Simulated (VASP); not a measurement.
# Te in VASP: a series of runs

The runs below take Te through single point, with PBE+D3(BJ).

Program: VASP 6.6.1. These are calculated values, not measurements. Logs are shortened: lines on timing, memory, paths and dates and some standing lists are left out, and cuts for length are marked.

### 1 The cell of the first run

The cell holds a sheet with vacuum, 4 atoms: a = 4.871 Å, b = 4.871 Å, c = 36.492 Å, α = 90.00°, β = 90.00°, γ = 120.00°.

### 2 Single point, PBE+D3(BJ)

INCAR reads:

```
PREC = Accurate ; ENCUT = 520
EDIFF = 1E-7 ; ISMEAR = 0
SIGMA = 0.1 ; LREAL = False
LASPH = True ; NELM = 100
ALGO = Normal ; ISIF = 2
LWAVE = False ; LCHARG = False
LDIPOL = True ; IDIPOL = 3
DIPOL = 0.5 0.5 0.288 ; GGA = PE
IVDW = 12 ; NBANDS = 20
```

KPOINTS reads:

```
regular mesh
0
Gamma
  12 12 1
```

POSCAR reads:

```
Te
1.0
    4.8710896033      0.0000000000      0.0000000000
   -2.4355448016      4.2184873405      0.0000000000
    0.0000000000      0.0000000000     36.4924940800
Te
4
Direct
    0.6666666667      0.3333333333      0.2402762958
    0.3333333333      0.6666666667      0.2174452224
    0.6666666667      0.3333333333      0.3580155821
    0.3333333333      0.6666666667      0.3351845087
```

Potentials or basis: VASP PAW PBE potentials, release 64 (Te).

Launch:

```sh
> cat potpaw_PBE.64/Te/POTCAR > POTCAR
> mpirun -np 1 vasp_std > vasp.out
```

OUTCAR:

```text
PREC = Accurate
   ENCUT = 520
   EDIFF = 1E-7
   ISMEAR = 0
   LREAL = False
   LASPH = True
   NELM = 100
   ISIF = 2
   GGA = PE
   IVDW = 12
 IVDW          = 12

 ion  position               nearest neighbor table
   1  0.667  0.333  0.240-   2 2.93   2 2.93   2 2.93
   2  0.333  0.667  0.217-   1 2.93   1 2.93   1 2.93
   3  0.667  0.333  0.358-   4 2.93   4 2.93   4 2.93
   4  0.333  0.667  0.335-   3 2.93   3 2.93   3 2.93

  LATTYP: Found a hexagonal cell.
 ALAT       =     4.8710896033
 C/A-ratio  =     7.4916491077

  Lattice vectors:

 A1 = (   4.8710896033,   0.0000000000,   0.0000000000)
 A2 = (  -2.4355448016,   4.2184873405,   0.0000000000)
 A3 = (   0.0000000000,   0.0000000000,  36.4924940800)

Analysis of symmetry for initial positions (statically):
=====================================================================
 Subroutine PRICEL returns:
 Original cell was already a primitive cell.

 Routine SETGRP: Setting up the symmetry group for a
 hexagonal supercell.

 Subroutine GETGRP returns: Found 12 space group operations
 (whereof  6 operations were pure point group operations)
 out of a pool of 24 trial point group operations.

The static configuration has the point symmetry C_3v.
 The point group associated with its full space group is D_3d.

Analysis of symmetry for dynamics (positions and initial velocities):
=====================================================================
 Subroutine PRICEL returns:
 Original cell was already a primitive cell.

 Routine SETGRP: Setting up the symmetry group for a
 hexagonal supercell.

 Subroutine GETGRP returns: Found 12 space group operations
 (whereof  6 operations were pure point group operations)
 out of a pool of 24 trial point group operations.

The dynamic configuration has the point symmetry C_3v.
 The point group associated with its full space group is D_3d.

 Subroutine INISYM returns: Found 12 space group operations
 (whereof  6 operations are pure point group operations),
 and found     1 'primitive' translations

----------------------------------------------------------------------------------------

                                     Primitive cell

  volume of cell :     749.8708

  direct lattice vectors                    reciprocal lattice vectors
     4.871089603  0.000000000  0.000000000     0.205292877  0.118525898  0.000000000
    -2.435544802  4.218487341  0.000000000     0.000000000  0.237051796  0.000000000
     0.000000000  0.000000000 36.492494080     0.000000000  0.000000000  0.027402895

  length of vectors
     4.871089603  4.871089603 36.492494080     0.237051796  0.237051796  0.027402895

  position of ions in fractional coordinates (direct lattice)
     0.666666667  0.333333333  0.240276296
     0.333333333  0.666666667  0.217445222
     0.666666667  0.333333333  0.358015582
     0.333333333  0.666666667  0.335184509

  ion indices of the primitive-cell ions
   primitive index   ion index
                 1           1
                 2           2
                 3           3
                 4           4

----------------------------------------------------------------------------------------

 KPOINTS: regular mesh

Automatic generation of k-mesh.
 Grid dimensions read from file:
 generate k-points for:   12   12    1

 Generating k-lattice:

  Cartesian coordinates                     Fractional coordinates (reciprocal lattice)
     0.017107740  0.009877158  0.000000000     0.083333333  0.000000000  0.000000000
     0.000000000  0.019754316  0.000000000     0.000000000  0.083333333  0.000000000
     0.000000000  0.000000000  0.027402895     0.000000000  0.000000000  1.000000000

  Length of vectors
     0.019754316  0.019754316  0.027402895

  Shift w.r.t. Gamma in fractional coordinates (k-lattice)
     0.000000000  0.000000000  0.000000000

 Subroutine IBZKPT returns following result:
 ===========================================

 Found     19 irreducible k-points:

 Following reciprocal coordinates:
            Coordinates               Weight
  0.000000  0.000000  0.000000      1.000000
  0.083333  0.000000  0.000000      6.000000
  0.166667  0.000000  0.000000      6.000000
  0.250000  0.000000  0.000000      6.000000
  0.333333  0.000000  0.000000      6.000000
  0.416667  0.000000  0.000000      6.000000
[... 11 lines left out ...]
  0.333333  0.250000  0.000000     12.000000
  0.333333  0.333333  0.000000      2.000000
   k-points           NKPTS =     19   k-points in BZ     NKDIM =     19   number of bands    NBANDS=     20
   number of dos      NEDOS =    301   number of ions     NIONS =      4
   total plane-waves  NPLWV = 362880
   dimension x,y,z NGX =    36 NGY =   36 NGZ =  280
   dimension x,y,z NGXF=    72 NGYF=   72 NGZF=  560
   ions per type =               4
   NGX,Y,Z   is equivalent  to a cutoff of  12.29, 12.29, 12.76 a.u.
   NGXF,Y,Z  is equivalent  to a cutoff of  24.57, 24.57, 25.51 a.u.
 SYSTEM =  unknown system
   PREC   = accura    normal or accurate (medium, high low for compatibility)
   ISTART =      0    job   : 0-new  1-cont  2-samecut
   ICHARG =      2    charge: 1-file 2-atom 10-const
   ISPIN  =      1    spin polarized calculation?
   LNONCOLLINEAR =      F non collinear calculations
   LSORBIT =      F    spin-orbit coupling
   LASPH  =      T    aspherical Exc in radial PAW
   ENCUT  =  520.0 eV  38.22 Ry    6.18 a.u.   9.06  9.06 67.85*2*pi/ulx,y,z
   NELM   =    100;   NELMIN=  2; NELMDL= -5     # of ELM steps
   EDIFF  = 0.1E-06   stopping-criterion for ELM
   LREAL  =      F    real-space projection
   EDIFFG = 0.1E-05   stopping-criterion for IOM
   NSW    =      0    number of steps for IOM
   IBRION =     -1    ionic relax: 0-MD 1-quasi-New 2-CG
   NFREE  =      0    steps in history (QN), initial steepest desc. (CG)
   ISIF   =      2    stress and relaxation
   ISYM   =      2    0-nonsym 1-usesym 2-fastsym
   POTIM  = 0.5000    time-step for ionic-motion
   TEBEG  =    0.0;   TEEND  =   0.0 temperature during run
   PSTRESS=    0.0 pullay stress
   NELECT =      24.0000    total number of electrons
   NUPDOWN=      -1.0000    fix difference up-down
   EMIN   =  10.00;   EMAX   =-10.00  energy-range for DOS
   EFERMI =   0.00;   METHOD = LEGACY
   ISMEAR =     0;   SIGMA  =   0.10  broadening in eV -4-tet -1-fermi 0-gaus
   EFERMI_NEDOS =   21; number of points for ismear=-14 and -15
   IALGO  =     38    algorithm
   IMIX   =      4    mixing-type and parameters
     AMIX     =   0.40;   BMIX     =  1.00
     AMIX_MAG =   1.60;   BMIX_MAG =  1.00
  volume/ion in A,a.u.               =     187.47      1265.09
  Fermi-wavevector in a.u.,A,eV,Ry     =   0.519776  0.982235  3.675850  0.270167
  Thomas-Fermi vector in A             =   1.537312
   LORBIT       =      0    0 simple, 1 ext, 2 COOP (PROOUT), +10 PAW based schemes
   GGA     = PE    functional components
   LHFCALC =     F    Hartree Fock is set to
   AEXX    =    0.0000 exact exchange contribution
   IVDW    =    12    specifies the selected vdW correction
   LEPSILON=     F    determine dielectric tensor
   LRPA    =     F    only Hartree local field effects (RPA)
 non-spin polarized calculation
 Gauss-broadening in eV      SIGMA  =   0.10
  energy-cutoff  :      520.00
  volume of cell :      749.87
 maximum number of plane-waves:     20277
   NGX = 19   NGY = 19   NGZ =135

 dipolmoment           0.000000      0.000000     -0.000000 electrons x Angstroem

 number of electron      23.9999999 magnetization

 dipolmoment           0.000000      0.000000      0.000000 electrons x Angstroem

 Free energy of the ion-electron system (eV)
  ---------------------------------------------------
  ext. energy  EPLUGINS =         0.00000000
  ---------------------------------------------------
  free energy    TOTEN  =       -11.37853017 eV

  energy without entropy =      -11.37010557  energy(sigma->0) =      -11.37431787

 E-fermi :  -2.6962     XC(G=0):  -2.0843

 val. band max:       -2.7523877981   @ k =   0.0000   0.0000   0.0000
 cond. band min:      -2.6715520976   @ k =   0.0000   0.0000   0.0000
 fundamental gap:      0.0808357005
 Fermi energy:        -2.6962208505

 k-point     1 :       0.0000    0.0000    0.0000
  band No.  band energies     occupation
      1     -15.8395      2.00000
      2     -15.7083      2.00000
      3     -11.4543      2.00000
      4     -11.3923      2.00000
      5      -6.4886      2.00000
      6      -6.4886      2.00000
[... 12 lines left out ...]
     19       1.9519      0.00000
     20       2.1471      0.00000

 k-point     2 :       0.0833    0.0000    0.0000
  band No.  band energies     occupation
      1     -15.7957      2.00000
      2     -15.6649      2.00000
      3     -11.5648      2.00000
      4     -11.5212      2.00000
      5      -6.5684      2.00000
      6      -6.5550      2.00000
[... 12 lines left out ...]
     19       2.0229      0.00000
     20       2.2544      0.00000

 k-point     3 :       0.1667    0.0000    0.0000
  band No.  band energies     occupation
      1     -15.6663      2.00000
      2     -15.5367      2.00000
      3     -11.8696      2.00000
      4     -11.8669      2.00000
      5      -6.7544      2.00000
      6      -6.7193      2.00000
[... 12 lines left out ...]
     19       2.2102      0.00000
     20       2.4349      0.00000

 k-point     4 :       0.2500    0.0000    0.0000
  band No.  band energies     occupation
      1     -15.4581      2.00000
      2     -15.3306      2.00000
      3     -12.3393      2.00000
      4     -12.3016      2.00000
      5      -6.9133      2.00000
      6      -6.7957      2.00000
[... 314 lines left out ...]
 k-point    18 :       0.3333    0.2500    0.0000
  band No.  band energies     occupation
      1     -14.4838      2.00000
      2     -14.3695      2.00000
      3     -13.8108      2.00000
      4     -13.7098      2.00000
      5      -7.8128      2.00000
      6      -7.6481      2.00000
[... 12 lines left out ...]
     19       2.3400      0.00000
     20       2.7798      0.00000

 k-point    19 :       0.3333    0.3333    0.0000
  band No.  band energies     occupation
      1     -14.1589      2.00000
      2     -14.1589      2.00000
      3     -14.0487      2.00000
      4     -14.0487      2.00000
      5      -7.8923      2.00000
      6      -7.7243      2.00000
[... 12 lines left out ...]
     19       2.5811      0.00000
     20       2.5811      0.00000

------------------------ aborting loop because EDIFF is reached ----------------------------------------

 vacuum level on the upper side and lower side of the slab       (xc-potential included)        -0.015        -0.015

 Edisp (eV)   -0.93173

 E8    (eV) :    -0.4371

  FORCE on cell =-STRESS in cart. coord.  units (eV):
  Direction    XX          YY          ZZ          XY          YZ          ZX
  --------------------------------------------------------------------------------------
  -------------------------------------------------------------------------------------
  Total       0.55417     0.55417    -0.15413     0.00000     0.00000     0.00000
  in kB       1.18404     1.18404    -0.32931     0.00000     0.00000     0.00000
  external pressure =        0.68 kB  Pullay stress =        0.00 kB

 VOLUME and BASIS-vectors are now :
 -----------------------------------------------------------------------------
  energy-cutoff  :      520.00
  volume of cell :      749.87
      direct lattice vectors                 reciprocal lattice vectors
     4.871089603  0.000000000  0.000000000     0.205292877  0.118525898  0.000000000
    -2.435544802  4.218487341  0.000000000     0.000000000  0.237051796  0.000000000
     0.000000000  0.000000000 36.492494080     0.000000000  0.000000000  0.027402895

 POSITION                                       TOTAL-FORCE (eV/Angst)
 -----------------------------------------------------------------------------------
      2.43554      1.40616      8.76828        -0.000000     -0.000000     -0.112021
     -0.00000      2.81232      7.93512        -0.000000     -0.000000      0.104401
      2.43554      1.40616     13.06488         0.000000      0.000000     -0.104401
     -0.00000      2.81232     12.23172         0.000000      0.000000      0.112021
 -----------------------------------------------------------------------------------
    total drift:                               -0.000000     -0.000000      0.000004

  FREE ENERGIE OF THE ION-ELECTRON SYSTEM (eV)
  ---------------------------------------------------
  free  energy   TOTEN  =       -12.3102601287 eV

  energy  without entropy=      -12.3018355284  energy(sigma->0) =      -12.30604783

 vacuum level on the upper side and lower side of the slab         1.919         1.919
```

Wall time 5.1 min (1 thread of Intel Xeon 6975P-C (Granite Rapids), shared host); peak memory 0.81 GiB.

Results:

* Free energy: -12.3103 eV
* Largest force: 0.112 eV/Å
* Band gap on the k mesh: zero (bands 12 and 13 overlap by 0.53 eV)
* Dispersion energy per atom: -0.233 eV

Forces in eV/Å, atoms in the order of the input:
```
Te   0.000  0.000 -0.112
Te   0.000  0.000  0.104
Te   0.000  0.000 -0.104
Te   0.000  0.000  0.112
```

Caveat: spin-orbit coupling is left out, which moves the levels of the heavy elements.

### 3 Single point, PBE+D3(BJ)

This run uses another cell than the first one.

INCAR reads:

```
  ALGO = Normal
  DIPOL = 0.5 0.5 0.288
  EDIFF = 1E-7
  ENCUT = 520
  GGA = PE
  IDIPOL = 3
  ISIF = 2
  ISMEAR = 0
  IVDW = 12
  LASPH = T
  LCHARG = F
  LDIPOL = T
  LREAL = F
  LWAVE = F
  NBANDS = 20
  NELM = 100
  PREC = Accurate
  SIGMA = 0.1
```

KPOINTS reads:

```
k-points
0
Gamma
  12 12 1
```

POSCAR reads:

```
Te
1.0
    4.9166059590      0.0000000000      0.0000000000
   -2.4583029795      4.2579056609      0.0000000000
    0.0000000000      0.0000000000     36.4924940800
Te
4
Direct
    0.6666666667      0.3333333333      0.2393207542
    0.3333333333      0.6666666667      0.2181726059
    0.6666666667      0.3333333333      0.3572881986
    0.3333333333      0.6666666667      0.3361400503
```

Potentials or basis: VASP PAW PBE potentials, release 64 (Te).

Launch:

```sh
> cat potpaw_PBE.64/Te/POTCAR > POTCAR
> mpirun -np 1 vasp_std > vasp.out
```

Wall time 7.3 min (1 thread of Intel Xeon 6975P-C (Granite Rapids), shared host); peak memory 0.92 GiB.

Results (log left out):

```yaml
Free_energy: -12.3221 eV
Largest_force: 0.006 eV/Å
Band_gap_on_the_k_mesh: zero (bands 12 and 13 overlap by 0.39 eV)
Dispersion_energy_per_atom: -0.227 eV
```

Forces on the atoms (eV/Å):
```
Te   0.000  0.000  0.006
Te   0.000  0.000 -0.005
Te   0.000  0.000  0.005
Te   0.000  0.000 -0.006
```

Levels at points of the mesh, in eV from the Fermi level:
| k point | band 8 | band 9 | band 10 | band 11 | band 12 | band 13 | band 14 | band 15 | band 16 | band 17 |
| --- | --- | --- | --- | --- | --- | --- | --- | --- | --- | --- |
| (0.00, 0.00, 0.00) | -3.69 | -3.20 | -2.27 | -0.23 | -0.17 | -0.05 | -0.05 | 0.04 | 0.04 | 3.81 |
| (0.50, 0.00, 0.00) | -3.38 | -2.22 | -1.50 | -1.48 | -1.13 | 1.80 | 1.92 | 1.98 | 2.07 | 4.89 |

Caveat: spin-orbit coupling is left out, which moves the levels of the heavy elements.
